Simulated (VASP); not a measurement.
Runs of VASP 6.6.1 on MgO (Periclase). The structure is that of space group Fm-3m (No. 225), or close to it. The cells are those of the table. 

```tsv
task	level	potentials or basis	cell	k mesh	cutoff (eV)	smearing	gap on the mesh (eV)	pressure (GPa)
single point	PBE	VASP PAW PBE potentials, release 64 (Mg, O)	a = 2.973 Å, angles 60.0°, 2 atoms	10 × 10 × 10	520	fermi-dirac 0.02 eV	4.78	4.9
single point	PBE	VASP PAW PBE potentials, release 64 (Mg, O)	a = 2.973 Å, angles 60.0°, 2 atoms	6 × 6 × 6	600	gaussian 0.01 eV	4.78	4.6
single point	PBEsol	VASP PAW PBE potentials, release 64 (Mg, O)	a = 2.980 Å, angles 60.0°, 2 atoms	10 × 10 × 10	520	fermi-dirac 0.02 eV	(a)	-0.5
single point	PBE	VASP PAW PBE potentials, release 64 (Mg, O)	a = 2.973 Å, angles 60.0°, 2 atoms	6 × 6 × 6	520	gaussian 0.01 eV	4.78	4.9
relaxation of cell and atoms	PBE	VASP PAW PBE potentials, release 64 (Mg, O)	relaxed from a = 2.982 Å, angles 60.0°, 2 atoms	10 × 10 × 10	600	fermi-dirac 0.02 eV	4.50	0.0
single point	LDA	VASP PAW LDA potentials, release 64 (Mg, O)	a = 2.941 Å, angles 60.0°, 2 atoms	10 × 10 × 10	520	fermi-dirac 0.02 eV	5.03	(c)
single point	r2SCAN	VASP PAW PBE potentials, release 64 (Mg, O)	a = 2.973 Å, angles 60.0°, 2 atoms	10 × 10 × 10	520	fermi-dirac 0.02 eV	5.66	-1.1
single point	PBE	VASP PAW PBE potentials, release 64 (Mg, O)	a = 3.008 Å, angles 60.0°, 2 atoms	10 × 10 × 10	520	fermi-dirac 0.02 eV	4.44	(b)
```

Alike in all rows: no spin polarisation.

Q: Estimate the missing entries.

A: (a) 4.62; (b) -0.7; (c) -1.7.

Caveats: some runs use coarse meshes; the PAW data sets were made with another functional, which shifts forces and pressure a little (some runs).

